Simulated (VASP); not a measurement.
# Sn3Se (Fm-3m) in VASP: a series of runs

The runs below take Sn3Se through single point, with r2SCAN.

Program: VASP 6.6.1. These are calculated values, not measurements. Logs are shortened: lines on timing, memory, paths and dates and some standing lists are left out, and cuts for length are marked.

**1. The cell of the first run**

Symmetry: Fm-3m, No. 225, cubic system. The conventional cell has a = 7.466 Å, b = 7.466 Å, c = 7.466 Å, α = 90.00°, β = 90.00°, γ = 90.00°. Within 4.3 Å of Sn (site symmetry -43m) lie 10 Sn at 3.23 to 3.73 Å and 4 Se at 3.23 Å. Within 4.3 Å of Sn (site symmetry m-3m) lie 8 Sn at 3.23 Å and 6 Se at 3.73 Å. Within 4.3 Å of Se (site symmetry m-3m) lie 14 Sn at 3.23 to 3.73 Å.

**2. Single point, r2SCAN**

POSCAR

```
Sn3Se
1.0
    0.0000000000      3.7331400000      3.7331400000
    3.7331400000      0.0000000000      3.7331400000
    3.7331400000      3.7331400000      0.0000000000
Sn Se
3 1
Direct
    0.2500000000      0.2500000000      0.2500000000
    0.7500000000      0.7500000000      0.7500000000
    0.5000000000      0.5000000000      0.5000000000
    0.0000000000      0.0000000000      0.0000000000
```

INCAR.step1

```
PREC = Accurate ; ENCUT = 520
ISMEAR = -1 ; SIGMA = 0.3
LREAL = False ; LASPH = True
NELM = 60 ; NBANDS = 32
GGA = PE ; ALGO = Normal
EDIFF = 1E-4 ; LWAVE = True
LCHARG = False
```

INCAR.step2

```
PREC = Accurate ; ENCUT = 520
EDIFF = 1E-6 ; ISMEAR = -1
SIGMA = 0.3 ; LREAL = False
LASPH = True ; NELM = 60
ALGO = Normal ; ISIF = 2
LWAVE = False ; LCHARG = False
METAGGA = R2SCAN ; LMIXTAU = True
NBANDS = 32 ; ISTART = 1
```

KPOINTS

```
Automatic mesh
0
Gamma
  6 6 6
```

Potentials or basis: VASP PAW PBE potentials, release 64 (Sn_d, Se).

Launch:

```bash
$ cat potpaw_PBE.64/Sn_d/POTCAR potpaw_PBE.64/Se/POTCAR > POTCAR
$ cp INCAR.step1 INCAR
$ mpirun -np 1 vasp_std > vasp.out
$ cp INCAR.step2 INCAR
$ mpirun -np 1 vasp_std > vasp.out
```

OUTCAR:

```text
PREC = Accurate
   ENCUT = 520
   EDIFF = 1E-6
   ISMEAR = -1
   LREAL = False
   LASPH = True
   NELM = 60
   ISIF = 2
   METAGGA = R2SCAN
   ISTART = 1

 ion  position               nearest neighbor table
   1  0.250  0.250  0.250-   4 3.23   4 3.23   4 3.23   3 3.23   3 3.23   3 3.23   4 3.23   3 3.23
                             2 3.73   2 3.73   2 3.73   2 3.73   2 3.73   2 3.73
   2  0.750  0.750  0.750-   3 3.23   3 3.23   3 3.23   4 3.23   4 3.23   4 3.23   4 3.23   3 3.23
                             1 3.73   1 3.73   1 3.73   1 3.73   1 3.73   1 3.73
   3  0.500  0.500  0.500-   1 3.23   1 3.23   1 3.23   2 3.23   2 3.23   2 3.23   2 3.23   1 3.23

   4  0.000  0.000  0.000-   2 3.23   2 3.23   2 3.23   1 3.23   1 3.23   1 3.23   2 3.23   1 3.23

  LATTYP: Found a face centered cubic cell.
 ALAT       =     7.4662800000

  Lattice vectors:

 A1 = (   0.0000000000,   3.7331400000,   3.7331400000)
 A2 = (   3.7331400000,   0.0000000000,   3.7331400000)
 A3 = (   3.7331400000,   3.7331400000,   0.0000000000)

Analysis of symmetry for initial positions (statically):
=====================================================================
 Subroutine PRICEL returns:
 Original cell was already a primitive cell.

 Routine SETGRP: Setting up the symmetry group for a
 face centered cubic supercell.

 Subroutine GETGRP returns: Found 48 space group operations
 (whereof 48 operations were pure point group operations)
 out of a pool of 48 trial point group operations.

The static configuration has the point symmetry O_h .

Analysis of symmetry for dynamics (positions and initial velocities):
=====================================================================
 Subroutine PRICEL returns:
 Original cell was already a primitive cell.

 Routine SETGRP: Setting up the symmetry group for a
 face centered cubic supercell.

 Subroutine GETGRP returns: Found 48 space group operations
 (whereof 48 operations were pure point group operations)
 out of a pool of 48 trial point group operations.

The dynamic configuration has the point symmetry O_h .

 Subroutine INISYM returns: Found 48 space group operations
 (whereof 48 operations are pure point group operations),
 and found     1 'primitive' translations

----------------------------------------------------------------------------------------

                                     Primitive cell

  volume of cell :     104.0526

  direct lattice vectors                    reciprocal lattice vectors
[... 82 lines left out ...]
   EDIFF  = 0.1E-05   stopping-criterion for ELM
   LREAL  =      F    real-space projection
   EDIFFG = 0.1E-04   stopping-criterion for IOM
   NSW    =      0    number of steps for IOM
   IBRION =     -1    ionic relax: 0-MD 1-quasi-New 2-CG
   NFREE  =      0    steps in history (QN), initial steepest desc. (CG)
   ISIF   =      2    stress and relaxation
   ISYM   =      2    0-nonsym 1-usesym 2-fastsym
   POTIM  = 0.5000    time-step for ionic-motion
   TEBEG  =    0.0;   TEEND  =   0.0 temperature during run
   PSTRESS=    0.0 pullay stress
   NELECT =      48.0000    total number of electrons
   NUPDOWN=      -1.0000    fix difference up-down
   EMIN   =  10.00;   EMAX   =-10.00  energy-range for DOS
   EFERMI =   0.00;   METHOD = LEGACY
   ISMEAR =    -1;   SIGMA  =   0.30  broadening in eV -4-tet -1-fermi 0-gaus
   EFERMI_NEDOS =   21; number of points for ismear=-14 and -15
   IALGO  =     38    algorithm
   IMIX   =      4    mixing-type and parameters
     AMIX     =   0.40;   BMIX     =  1.00
     AMIX_MAG =   1.60;   BMIX_MAG =  1.00
  volume/ion in A,a.u.               =      26.01       175.55
  Fermi-wavevector in a.u.,A,eV,Ry     =   1.264943  2.390396 21.770422  1.600081
  Thomas-Fermi vector in A             =   2.398222
   LORBIT       =      0    0 simple, 1 ext, 2 COOP (PROOUT), +10 PAW based schemes
   METAGGA = R2SCAN    functional components
   LHFCALC =     F    Hartree Fock is set to
   AEXX    =    0.0000 exact exchange contribution
   IVDW    =     0    specifies the selected vdW correction
   LEPSILON=     F    determine dielectric tensor
   LRPA    =     F    only Hartree local field effects (RPA)
 non-spin polarized calculation
  energy-cutoff  :      520.00
  volume of cell :      104.05
 maximum number of plane-waves:      2822
   NGX = 19   NGY = 19   NGZ = 19

 number of electron      48.0000025 magnetization

 Free energy of the ion-electron system (eV)
  ---------------------------------------------------
  ext. energy  EPLUGINS =         0.00000000
  ---------------------------------------------------
  free energy    TOTEN  =       -88.21775687 eV

  energy without entropy =      -87.50870402  energy(sigma->0) =      -87.86323044

 E-fermi :   7.1345     XC(G=0): -11.0238

 val. band max:        7.1048519728   @ k =  -0.3333   0.3333   0.1667
 cond. band min:       7.2141938663   @ k =   0.1667   0.1667   0.0000
 fundamental gap:      0.1093418936
 Fermi energy:         7.1345214152

 k-point     1 :       0.0000    0.0000    0.0000
  band No.  band energies     occupation
      1     -15.1865      2.00000
      2     -15.1865      2.00000
      3     -15.1552      2.00000
      4     -15.1552      2.00000
      5     -15.1552      2.00000
      6     -15.1417      2.00000
[... 549 lines left out ...]
     31      12.4254      0.00000
     32      15.0240      0.00000

------------------------ aborting loop because EDIFF is reached ----------------------------------------

  FORCE on cell =-STRESS in cart. coord.  units (eV):
  Direction    XX          YY          ZZ          XY          YZ          ZX
  --------------------------------------------------------------------------------------
  -------------------------------------------------------------------------------------
  Total       -0.3500786     -0.3500786     -0.3500786     -0.0000000      0.0000000      0.0000000
  in kB       -5.3904294     -5.3904294     -5.3904294     -0.0000000      0.0000000      0.0000000
  external PRESSURE =      -5.3904294 kB  Pullay stress =       0.0000000 kB

 VOLUME and BASIS-vectors are now :
 -----------------------------------------------------------------------------
  energy-cutoff  :      520.00
  volume of cell :      104.05
      direct lattice vectors                 reciprocal lattice vectors
     0.000000000  3.733140000  3.733140000    -0.133935507  0.133935507  0.133935507
     3.733140000  0.000000000  3.733140000     0.133935507 -0.133935507  0.133935507
     3.733140000  3.733140000  0.000000000     0.133935507  0.133935507 -0.133935507

 POSITION                                       TOTAL-FORCE (eV/Angst)
 -----------------------------------------------------------------------------------
      1.86657      1.86657      1.86657         0.000000      0.000000      0.000000
      5.59971      5.59971      5.59971         0.000000     -0.000000     -0.000000
      3.73314      3.73314      3.73314        -0.000000     -0.000000     -0.000000
      0.00000      0.00000      0.00000        -0.000000     -0.000000     -0.000000
 -----------------------------------------------------------------------------------
    total drift:                               -0.000000     -0.000000      0.000000

  FREE ENERGIE OF THE ION-ELECTRON SYSTEM (eV)
  ---------------------------------------------------
  free  energy   TOTEN  =       -88.2177568707 eV

  energy  without entropy=      -87.5087040185  energy(sigma->0) =      -87.86323044
```

OUTCAR.step1:

```text
PREC = Accurate
   ENCUT = 520
   ISMEAR = -1
   LREAL = False
   LASPH = True
   NELM = 60
[... 778 lines left out ...]
      5.59971      5.59971      5.59971         0.000000      0.000000      0.000000
      3.73314      3.73314      3.73314        -0.000000     -0.000000     -0.000000
      0.00000      0.00000      0.00000        -0.000000     -0.000000     -0.000000
 -----------------------------------------------------------------------------------
    total drift:                               -0.000000     -0.000000      0.000000

  FREE ENERGIE OF THE ION-ELECTRON SYSTEM (eV)
  ---------------------------------------------------
  free  energy   TOTEN  =       -15.2591790435 eV

  energy  without entropy=      -14.5069923365  energy(sigma->0) =      -14.88308569
```

OSZICAR.step1:

```text
N       E                     dE             d eps       ncg     rms          rms(c)
DAV:   1     0.450877406229E+03    0.45088E+03   -0.23925E+04  1048   0.220E+03
DAV:   2     0.442188069265E+02   -0.40666E+03   -0.39331E+03  1024   0.558E+02
DAV:   3    -0.128144927490E+02   -0.57033E+02   -0.55341E+02  1248   0.175E+02
DAV:   4    -0.153626099688E+02   -0.25481E+01   -0.25372E+01  1120   0.394E+01
DAV:   5    -0.154403082461E+02   -0.77698E-01   -0.77689E-01  1352   0.725E+00    0.344E+00
DAV:   6    -0.152629483894E+02    0.17736E+00   -0.37156E-01  1352   0.648E+00    0.206E+00
DAV:   7    -0.152610986793E+02    0.18497E-02   -0.99324E-02  1240   0.241E+00    0.105E+00
DAV:   8    -0.152593959499E+02    0.17027E-02   -0.15052E-02  1192   0.820E-01    0.174E-01
DAV:   9    -0.152591455580E+02    0.25039E-03   -0.15412E-03  1176   0.247E-01    0.588E-02
DAV:  10    -0.152591790435E+02   -0.33486E-04   -0.26389E-04   832   0.186E-01
   1 F= -.15259179E+02 E0= -.14883086E+02  d E =-.752187E+00
```

It took 87 s on 1 thread of Intel Xeon 6975P-C (Granite Rapids), shared host; peak memory 0.27 GiB.

Results:

```
Free energy            : -88.2178 eV
Pressure               : -0.5 GPa
Band gap on the k mesh : zero (band 24 reaches 7.69 eV, above the bottom of band 25 at 5.85 eV)
```

Caveat: the PAW data sets were made with another functional, which shifts forces and pressure a little; spin-orbit coupling is left out, which moves the levels of the heavy elements.

**3. Single point, r2SCAN**

This run uses another cell than the first one, of 27.05 Å³/atom, 1.040 times its volume.

POSCAR

```
Sn3Se
1.0
    0.0000000000      3.7822658968      3.7822658968
    3.7822658968      0.0000000000      3.7822658968
    3.7822658968      3.7822658968      0.0000000000
Sn Se
3 1
Direct
    0.2500000000      0.2500000000      0.2500000000
    0.7500000000      0.7500000000      0.7500000000
    0.5000000000      0.5000000000      0.5000000000
    0.0000000000      0.0000000000      0.0000000000
```

INCAR.step1

```
PREC = Accurate
ENCUT = 520
ISMEAR = -1
SIGMA = 0.3
LREAL = False
LASPH = True
NELM = 60
NBANDS = 32
GGA = PE
ALGO = Normal
EDIFF = 1E-4
LWAVE = True
LCHARG = False
```

INCAR.step2

```
PREC = Accurate
ENCUT = 520
EDIFF = 1E-6
ISMEAR = -1
SIGMA = 0.3
LREAL = False
LASPH = True
NELM = 60
ALGO = Normal
ISIF = 2
LWAVE = False
LCHARG = True
METAGGA = R2SCAN
LMIXTAU = True
LELF = True
LVHAR = True
NBANDS = 32
ISTART = 1
```

KPOINTS is that of step 2.

Potentials or basis: VASP PAW PBE potentials, release 64 (Sn_d, Se).

Launch:

```bash
$ cat potpaw_PBE.64/Sn_d/POTCAR potpaw_PBE.64/Se/POTCAR > POTCAR
$ cp INCAR.step1 INCAR
$ mpirun -np 1 vasp_std > vasp.out
$ cp INCAR.step2 INCAR
$ mpirun -np 1 vasp_std > vasp.out
```

Wall time 84 s (1 thread of Intel Xeon 6975P-C (Granite Rapids), shared host); peak memory 0.27 GiB.

Results (log left out):

| Property | Result |
| --- | --- |
| Free energy | -88.1824 eV |
| Pressure | -2.3 GPa |
| Band gap on the k mesh | zero (band 24 reaches 7.21 eV, above the bottom of band 25 at 5.50 eV) |

Levels at points of the mesh, in eV from the Fermi level:
```tsv
k point	band 21	band 22	band 23	band 24	band 25	band 26	band 27	band 28
(0.00, 0.00, 0.00)	-2.87	-2.87	-1.18	-1.18	-1.18	-0.61	-0.61	-0.61
(0.50, 0.00, 0.00)	-3.36	-2.13	-2.13	-0.97	0.37	2.14	2.14	3.74
(0.50, 0.50, 0.00)	-4.79	-0.45	0.35	0.35	1.15	2.78	2.78	3.29
```

Caveat: the PAW data sets were made with another functional, which shifts forces and pressure a little; spin-orbit coupling is left out, which moves the levels of the heavy elements.

**4. Single point, r2SCAN**

This run uses another cell than the first one, of 28.09 Å³/atom, 1.080 times its volume.

POSCAR

```
Sn3Se
1.0
    0.0000000000      3.8301477633      3.8301477633
    3.8301477633      0.0000000000      3.8301477633
    3.8301477633      3.8301477633      0.0000000000
Sn Se
3 1
Direct
    0.2500000000      0.2500000000      0.2500000000
    0.7500000000      0.7500000000      0.7500000000
    0.5000000000      0.5000000000      0.5000000000
    0.0000000000      0.0000000000      0.0000000000
```

INCAR.step1

```
PREC = Accurate
ENCUT = 520
ISMEAR = -1
SIGMA = 0.3
LREAL = F
LASPH = T
NELM = 100
NBANDS = 32
GGA = PE
ALGO = Normal
EDIFF = 1E-4
LWAVE = T
LCHARG = F
```

INCAR.step2

```
PREC = Accurate
ENCUT = 520
EDIFF = 1E-7
ISMEAR = -1
SIGMA = 0.3
LREAL = F
LASPH = T
NELM = 100
ALGO = Normal
ISIF = 2
LWAVE = F
LCHARG = F
METAGGA = R2SCAN
LMIXTAU = T
NBANDS = 32
ISTART = 1
```

KPOINTS is that of step 3.

Launch:

```bash
$ cat potpaw_PBE.64/Sn_d/POTCAR potpaw_PBE.64/Se/POTCAR > POTCAR
$ cp INCAR.step1 INCAR
$ mpirun -np 1 vasp_std > vasp.out
$ cp INCAR.step2 INCAR
$ mpirun -np 1 vasp_std > vasp.out
```

It took 93 s on 1 thread of Intel Xeon 6975P-C (Granite Rapids), shared host; peak memory 0.27 GiB.

Results (log left out):

| Quantity | Value |
| --- | --- |
| Free energy | -88.1068 eV |
| Pressure | -3.6 GPa |
| Band gap on the k mesh | zero (band 24 reaches 6.76 eV, above the bottom of band 25 at 5.18 eV) |

Levels at points of the mesh, in eV from the Fermi level:
```csv
k point,band 22,band 23,band 24,band 25,band 26,band 27
"(0.00, 0.00, 0.00)",-2.74,-1.08,-1.08,-1.08,-0.57,-0.57
"(0.50, 0.00, 0.00)",-2.01,-2.01,-1.00,0.30,2.08,2.08
"(0.50, 0.50, 0.00)",-0.50,0.34,0.34,1.05,2.70,2.70
```

Caveat: the PAW data sets were made with another functional, which shifts forces and pressure a little; spin-orbit coupling is left out, which moves the levels of the heavy elements.

**5. Summary**

| cell | gap on the mesh (eV) | pressure (GPa) |
| --- | --- | --- |
| a = 5.279 Å, angles 60.0°, 4 atoms | none | -0.5 |
| a = 5.349 Å, angles 60.0°, 4 atoms | none | -2.3 |
| a = 5.417 Å, angles 60.0°, 4 atoms | none | -3.6 |

Alike in all rows: task single point; level r2SCAN; potentials or basis VASP PAW PBE potentials, release 64 (Sn_d, Se); no spin polarisation; k mesh 6 × 6 × 6; cutoff (eV) 520; smearing fermi-dirac 0.3 eV.

Caveats: the PAW data sets were made with another functional, which shifts forces and pressure a little; spin-orbit coupling is left out, which moves the levels of the heavy elements.

Total energies depend on the potentials used, so only differences within one code and one set of settings carry meaning.
